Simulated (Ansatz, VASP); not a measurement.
Two plane-wave programs on NaF

```xyz
2
Lattice="0.0000 2.5563 2.5563 2.5563 0.0000 2.5563 2.5563 2.5563 0.0000" Properties=species:S:1:pos:R:3 pbc="T T T"
Na    0.0000    0.0000    0.0000
F     1.2782    1.2782    1.2782
```

Alike in both runs: task single point; functional r2SCAN; k mesh 8 × 8 × 8; no spin polarisation.

|  | VASP | Ansatz |
| --- | --- | --- |
| version | VASP 6.6.1 | Ansatz 0.2.0 |
| potentials or method | VASP PAW PBE potentials, release 64 (Na_pv, F) | plane waves, PAW |
| plane-wave cutoff (eV) | 520 | 500 |
| occupations | gaussian, width 0.01 eV | fixed |
| valence electrons in the cell | 14 | 16 |

|  | VASP | Ansatz | Ansatz less VASP |
| --- | --- | --- | --- |
| gap on the k mesh at the Fermi level (eV) | 6.18 | 6.16 | -0.017 |
| pressure (GPa) | -1.4 | -1.0 | +0.43 |

VASP's potentials were made for PBE, not for r2SCAN. VASP's potentials hold 14 valence electrons a cell and Ansatz's 16, so a difference there can come from the potentials and not from the codes.
